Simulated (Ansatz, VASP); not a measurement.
# Two plane-wave programs on Ga2BSb3

INCAR

```
ALGO = Normal
EDIFF = 1E-6
ENCUT = 520
GGA = PE
ISIF = 2
ISMEAR = 0
LASPH = T
LCHARG = F
LREAL = F
LWAVE = F
NBANDS = 31
NELM = 60
PREC = Accurate
SIGMA = 0.1
```

Contents of KPOINTS:

```
k-points
0
Gamma
  6 6 4
```

Contents of POSCAR:

```
Ga2BSb3
1.0
    4.8016422400      0.0000000000      0.0000000000
   -2.4008211200      4.1583441600      0.0000000000
    0.0000000000      0.0000000000      6.0128675500
Ga B Sb
2 1 3
Direct
    0.3333333300      0.6666666700      0.2191410100
    0.6666666700      0.3333333300      0.7808589900
    0.0000000000      0.0000000000      0.5000000000
    0.3333333300      0.6666666700      0.7237790200
    0.6666666700      0.3333333300      0.2762209800
    0.0000000000      0.0000000000      0.0000000000
```

Input for Ansatz:

```yaml
crystal:
  lattice:
    - [4.80164224, 0.0, 0.0]
    - [-2.40082112, 4.15834416, 0.0]
    - [0.0, 0.0, 6.01286755]
  atoms:
    - { symbol: Ga, position: [0.33333333, 0.66666667, 0.21914101] }
    - { symbol: Ga, position: [0.66666667, 0.33333333, 0.78085899] }
    - { symbol: B, position: [0.0, 0.0, 0.5] }
    - { symbol: Sb, position: [0.33333333, 0.66666667, 0.72377902] }
    - { symbol: Sb, position: [0.66666667, 0.33333333, 0.27622098] }
    - { symbol: Sb, position: [0.0, 0.0, 0.0] }
basis:
  ecutwfc: 420
kpoints:
  mp_grid: { grid: [6, 6, 4] }
hamiltonian:
  xc: pbe
scf:
  occupations: { method: gaussian, width: 0.1 }
  lower_state_search: "off"
output:
  forces: true
  stress: true
  eigenvalues: true
```

Change from the starting cell: species swapped into the Sn2Pd3Au type (P-3m1, No. 164).

Alike in both runs: task single point; functional PBE; k mesh 6 × 6 × 4; occupations gaussian, width 0.1 eV; no spin polarisation.

|  | VASP | Ansatz |
| --- | --- | --- |
| version | VASP 6.6.1 | Ansatz 0.2.0 |
| potentials or method | VASP PAW PBE potentials, release 64 (Ga_d, B, Sb), cutoff 520 eV | scalar-relativistic, plane waves, PAW |
| valence electrons in the cell | 44 | 74 |

Ansatz gave:

- gap on the k mesh at the Fermi level (eV): none
- pressure (GPa): 6.6
- traceless stress, the component that is largest in VASP (GPa): -6.15
- rms of the force components (eV/Å): 0.311

Problem. Which values does VASP return?

Solution. gap on the k mesh at the Fermi level (eV): none; pressure (GPa): 6.5; traceless stress, the component that is largest in VASP (GPa): -6.19; rms of the force components (eV/Å): 0.314.

Atom by atom the forces differ by 0.003 eV/Å (rms over components). A gap of «none» marks a metal or a gap that the smearing closes. The functional is the same, so the differences come from potentials, cutoffs and numerics. VASP's potentials hold 44 valence electrons a cell and Ansatz's 74, so a difference there can come from the potentials and not from the codes.

Spin-orbit coupling is off throughout.
